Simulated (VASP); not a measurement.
# Ta2Ru (P6/mmm) in VASP: notebook, part 2 of 2

VASP 6.6.1. Earlier steps stand in the parts before.

## 3. Single point, PBE

This run uses another cell than the first one, of 16.82 Å³/atom, 1.217 times its volume.

INCAR reads:

```
SYSTEM = Ta2Ru
ALGO = Fast ; EDIFF = 1E-7
ENCUT = 520 ; GGA = PE
ISIF = 2 ; ISMEAR = 0
LASPH = .True. ; LCHARG = .True.
LELF = .True. ; LREAL = .False.
LVHAR = .True. ; LWAVE = .False.
NBANDS = 25 ; NELM = 80
PREC = Accurate ; SIGMA = 0.1
```

KPOINTS reads:

```
k-points
0
Gamma
  6 6 6
  0 0 0
```

POSCAR reads:

```
Ta2Ru
1.0
    4.5839440575     -0.0000000033      0.0000000000
   -2.2919720259      3.9698120049      0.0000000000
    0.0000000000      0.0000000000      2.7726369830
Ta Ru
2 1
Direct
    0.3333333333      0.6666666667      0.5000000000
    0.6666666667      0.3333333333      0.5000000000
    0.0000000000      0.0000000000      0.0000000000
```

Potentials or basis: VASP PAW PBE potentials, release 64 (Ta_pv, Ru_pv).

On the command line:

```bash
> cat potpaw_PBE.64/Ta_pv/POTCAR potpaw_PBE.64/Ru_pv/POTCAR > POTCAR
> mpirun -np 1 vasp_std > vasp.out
```

OUTCAR:

```text
SYSTEM = Ta2Ru
   EDIFF = 1E-7
   ENCUT = 520
   GGA = PE
   ISIF = 2
   ISMEAR = 0
   LASPH = .True.
   LREAL = .False.
   NELM = 80
   PREC = Accurate

 ion  position               nearest neighbor table
   1  0.333  0.667  0.500-   2 2.65   2 2.65   2 2.65   3 2.99   3 2.99   3 2.99   3 2.99   3 2.99
                             3 2.99
   2  0.667  0.333  0.500-   1 2.65   1 2.65   1 2.65   3 2.99   3 2.99   3 2.99   3 2.99   3 2.99
                             3 2.99
   3  0.000  0.000  0.000-   1 2.99   2 2.99   1 2.99   2 2.99   1 2.99   1 2.99   2 2.99   2 2.99
                             2 2.99   2 2.99   1 2.99   1 2.99

  LATTYP: Found a hexagonal cell.
 ALAT       =     4.5839440575
 C/A-ratio  =     0.6048583814

  Lattice vectors:

 A1 = (   4.5839440575,  -0.0000000033,   0.0000000000)
 A2 = (  -2.2919720259,   3.9698120049,   0.0000000000)
 A3 = (   0.0000000000,   0.0000000000,   2.7726369830)

Analysis of symmetry for initial positions (statically):
=====================================================================
 Subroutine PRICEL returns:
 Original cell was already a primitive cell.

 Routine SETGRP: Setting up the symmetry group for a
 hexagonal supercell.

 Subroutine GETGRP returns: Found 24 space group operations
 (whereof 24 operations were pure point group operations)
 out of a pool of 24 trial point group operations.

The static configuration has the point symmetry D_6h.

Analysis of symmetry for dynamics (positions and initial velocities):
=====================================================================
 Subroutine PRICEL returns:
 Original cell was already a primitive cell.

 Routine SETGRP: Setting up the symmetry group for a
 hexagonal supercell.
[... 120 lines left out ...]
   EMIN   =  10.00;   EMAX   =-10.00  energy-range for DOS
   EFERMI =   0.00;   METHOD = LEGACY
   ISMEAR =     0;   SIGMA  =   0.10  broadening in eV -4-tet -1-fermi 0-gaus
   EFERMI_NEDOS =   21; number of points for ismear=-14 and -15
   IALGO  =     68    algorithm
   IMIX   =      4    mixing-type and parameters
     AMIX     =   0.40;   BMIX     =  1.00
     AMIX_MAG =   1.60;   BMIX_MAG =  1.00
  volume/ion in A,a.u.               =      16.82       113.50
  Fermi-wavevector in a.u.,A,eV,Ry     =   1.462878  2.764439 29.116650  2.140013
  Thomas-Fermi vector in A             =   2.579040
   LORBIT       =      0    0 simple, 1 ext, 2 COOP (PROOUT), +10 PAW based schemes
   GGA     = PE    functional components
   LHFCALC =     F    Hartree Fock is set to
   AEXX    =    0.0000 exact exchange contribution
   IVDW    =     0    specifies the selected vdW correction
   LEPSILON=     F    determine dielectric tensor
   LRPA    =     F    only Hartree local field effects (RPA)
 non-spin polarized calculation
 RMM-DIIS sequential band-by-band and
 Gauss-broadening in eV      SIGMA  =   0.10
  energy-cutoff  :      520.00
  volume of cell :       50.45
 maximum number of plane-waves:      1378
 NGX is ok and might be reduce to    36
   NGX = 17   NGY = 17   NGZ = 11

 number of electron      36.0000004 magnetization

 Free energy of the ion-electron system (eV)
  ---------------------------------------------------
  ext. energy  EPLUGINS =         0.00000000
  ---------------------------------------------------
  free energy    TOTEN  =       -31.69125765 eV

  energy without entropy =      -31.65875695  energy(sigma->0) =      -31.67500730

 E-fermi :   7.5057     XC(G=0): -12.9245

 val. band max:        7.5045994719   @ k =   0.3333   0.1667   0.1667
 cond. band min:       7.5234815257   @ k =   0.3333   0.0000   0.5000
 fundamental gap:      0.0188820538
 Fermi energy:         7.5057109045

 k-point     1 :       0.0000    0.0000    0.0000
  band No.  band energies     occupation
      1     -34.9268      2.00000
      2     -34.9268      2.00000
      3     -34.7167      2.00000
      4     -27.3020      2.00000
      5     -27.3020      2.00000
      6     -26.2527      2.00000
[... 661 lines left out ...]
     24      11.6759      0.00000
     25      14.4935      0.00000

 [... further k-points ...]

------------------------ aborting loop because EDIFF is reached ----------------------------------------

  FORCE on cell =-STRESS in cart. coord.  units (eV):
  Direction    XX          YY          ZZ          XY          YZ          ZX
  --------------------------------------------------------------------------------------
  -------------------------------------------------------------------------------------
  Total        0.0923274      0.0923274      0.0450657     -0.0000000      0.0000000      0.0000000
  in kB        2.9318321      2.9318321      1.4310486     -0.0000000      0.0000000      0.0000000
  external PRESSURE =       2.4315710 kB  Pullay stress =       0.0000000 kB

 VOLUME and BASIS-vectors are now :
 -----------------------------------------------------------------------------
  energy-cutoff  :      520.00
  volume of cell :       50.45
      direct lattice vectors                 reciprocal lattice vectors
     4.583944058 -0.000000003  0.000000000     0.218152750  0.125950549  0.000000000
    -2.291972026  3.969812005  0.000000000     0.000000000  0.251901097  0.000000000
     0.000000000  0.000000000  2.772636983     0.000000000  0.000000000  0.360667482

 POSITION                                       TOTAL-FORCE (eV/Angst)
 -----------------------------------------------------------------------------------
      0.00000      2.64654      1.38632         0.000000     -0.000000      0.000000
      2.29197      1.32327      1.38632        -0.000000      0.000000      0.000000
      0.00000      0.00000      0.00000         0.000000      0.000000      0.000000
 -----------------------------------------------------------------------------------
    total drift:                                0.000000     -0.000000     -0.000000

  FREE ENERGIE OF THE ION-ELECTRON SYSTEM (eV)
  ---------------------------------------------------
  free  energy   TOTEN  =       -31.6912576547 eV

  energy  without entropy=      -31.6587569455  energy(sigma->0) =      -31.67500730
```

OSZICAR:

```text
N       E                     dE             d eps       ncg     rms          rms(c)
DAV:   1     0.347435106758E+03    0.34744E+03   -0.20601E+04  1400   0.151E+03
DAV:   2    -0.229656477933E+02   -0.37040E+03   -0.36290E+03  1583   0.452E+02
DAV:   3    -0.331675287730E+02   -0.10202E+02   -0.99721E+01  1704   0.738E+01
DAV:   4    -0.333115754594E+02   -0.14405E+00   -0.14326E+00  1585   0.844E+00
DAV:   5    -0.333142102550E+02   -0.26348E-02   -0.26340E-02  1682   0.106E+00    0.220E+01
RMM:   6    -0.323508678936E+02    0.96334E+00   -0.37515E+00  1414   0.130E+01    0.102E+01
RMM:   7    -0.324484304451E+02   -0.97563E-01   -0.20586E+00  1483   0.799E+00    0.986E+00
RMM:   8    -0.317159553785E+02    0.73248E+00   -0.14291E+00  1458   0.750E+00    0.187E+00
RMM:   9    -0.316905899389E+02    0.25365E-01   -0.11997E-01  1623   0.194E+00    0.539E-01
RMM:  10    -0.316908945663E+02   -0.30463E-03   -0.20401E-02  1734   0.793E-01    0.157E-01
RMM:  11    -0.316912209105E+02   -0.32634E-03   -0.30088E-03  1785   0.250E-01    0.926E-02
RMM:  12    -0.316912531090E+02   -0.32198E-04   -0.50872E-04  1876   0.985E-02    0.355E-02
RMM:  13    -0.316912561235E+02   -0.30145E-05   -0.79868E-05  1809   0.377E-02    0.930E-03
RMM:  14    -0.316912570277E+02   -0.90418E-06   -0.13611E-05  1925   0.161E-02    0.423E-03
RMM:  15    -0.316912573142E+02   -0.28654E-06   -0.20500E-06  1603   0.710E-03    0.146E-03
RMM:  16    -0.316912575797E+02   -0.26555E-06   -0.40956E-07  1186   0.329E-03    0.106E-03
RMM:  17    -0.316912576547E+02   -0.74989E-07   -0.97684E-08   957   0.192E-03
   1 F= -.31691258E+02 E0= -.31675007E+02  d E =-.325007E-01
```

stdout:

```text
POSCAR found type information on POSCAR TaRu
 POSCAR found :  2 types and       3 ions
 scaLAPACK will be used
 LDA part: xc-table for (Slater+PW92), standard interpolation
 POSCAR, INCAR and KPOINTS ok, starting setup
 FFT: planning ... GRIDC
 FFT: planning ... GRID_SOFT
 FFT: planning ... GRID
 WAVECAR not read
 entering main loop
```

It took 25 s on 1 thread of Intel Xeon 6975P-C, shared host; peak memory 0.19 GiB.

Results:

```yaml
Free_energy: -31.6913 eV
Pressure: 0.2 GPa
Band_gap_on_the_k_mesh: zero (band 18 reaches 8.68 eV, above the bottom of band 19 at 6.96 eV)
```

Caveat: the k points lie up to 0.38 Å⁻¹ apart; spin-orbit coupling is left out, which moves the levels of the heavy elements.
